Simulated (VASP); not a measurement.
## SnSe2: single point with PBEsol

Crystal: SnSe2.

```
Sn Se
1.0
     3.81720    0.00000    0.00000
    -1.90860    3.30579    0.00000
     0.00000    0.00000    6.16671
Sn Se
1 2
Direct
  0.00000 0.00000 0.00000
  0.33333 0.66667 0.25733
  0.66667 0.33333 0.74267
```

```json
{"Program": "VASP 6.6.1", "Task": "single point", "Functional": "PBEsol", "Potentials or basis": "VASP PAW PBE potentials, release 64 (Sn_d, Se)", "Cutoff": "520 eV", "k mesh": "10 × 10 × 6", "Occupations": "gaussian, width 0.05 eV", "Spin": "no spin polarisation", "Dipole correction": "no", "Further INCAR settings": "ALGO = Normal; EDIFF = 1e-07; NBANDS = 20"}
```

| Property | Result |
| --- | --- |
| Pressure | 0.1 GPa |
| Largest force | 0.019 eV/Å |
| Band gap on the k mesh | 0.53 eV (least direct gap 1.00 eV) |

Forces on the atoms (eV/Å):
```
Sn   0.000  0.000  0.000
Se   0.000  0.000  0.019
Se   0.000  0.000 -0.019
```

Levels at points of the mesh, in eV from the valence-band top:
```csv
k point,band 10,band 11,band 12,band 13,band 14,band 15,band 16,band 17
"(0.00, 0.00, 0.00)",-0.58,-0.33,-0.33,-0.13,0.87,2.96,4.58,4.58
"(0.50, 0.00, 0.00)",-3.05,-2.52,-1.43,-0.29,1.11,3.59,5.14,5.15
"(0.00, 0.00, 0.50)",-0.70,-0.70,-0.15,-0.15,2.44,2.85,4.29,4.29
"(0.50, 0.00, 0.50)",-2.32,-2.05,-0.93,-0.75,0.63,3.97,4.57,5.66
```

It took 60 s on 1 thread of AMD EPYC 9R45 96-Core Processor (Zen 5) (shared host), peak memory 0.22 GiB.

Caveat: the PAW data sets were made with another functional, which shifts forces and pressure a little; spin-orbit coupling is left out, which moves the levels of the heavy elements; this functional lacks dispersion, which binds the layers, so the pressure and a relaxed spacing across them are unreliable. A k mesh can miss the band edges.
